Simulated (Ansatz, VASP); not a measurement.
SiSn2 in VASP and in Ansatz

```
Si Sn
1.0
     5.25431    0.00000    0.00000
    -2.62715    4.55036    0.00000
     0.00000    0.00000    3.04466
Si Sn
1 2
Cartesian
  0.0000 0.0000 0.0000
  0.0000 3.0336 1.5223
  2.6272 1.5168 1.5223
```

Alike in both runs: task relaxation of cell and atoms; functional PBE; k mesh 12 × 12 × 16; occupations gaussian, width 0.1 eV; no spin polarisation.

|  | VASP | Ansatz |
| --- | --- | --- |
| version | VASP 6.6.1 | Ansatz 0.2.0 |
| potentials or method | VASP PAW PBE potentials, release 64 (Si, Sn_d), cutoff 600 eV | scalar-relativistic, plane waves, PAW |
| valence electrons in the cell | 32 | 32 |

VASP gave:

| Quantity | Value |
| --- | --- |
| gap on the k mesh at the Fermi level, each at its own relaxed structure (eV) | none |
| relaxed volume (Å³/atom) | 24.28 |
| relaxed cell length with the largest relative difference (Å) | 5.280 |

What did Ansatz give for the same quantities?

gap on the k mesh at the Fermi level, each at its own relaxed structure (eV): none; relaxed volume (Å³/atom): 24.29; relaxed cell length with the largest relative difference (Å): 5.280.

A gap of «none» marks a metal or a gap that the smearing closes.
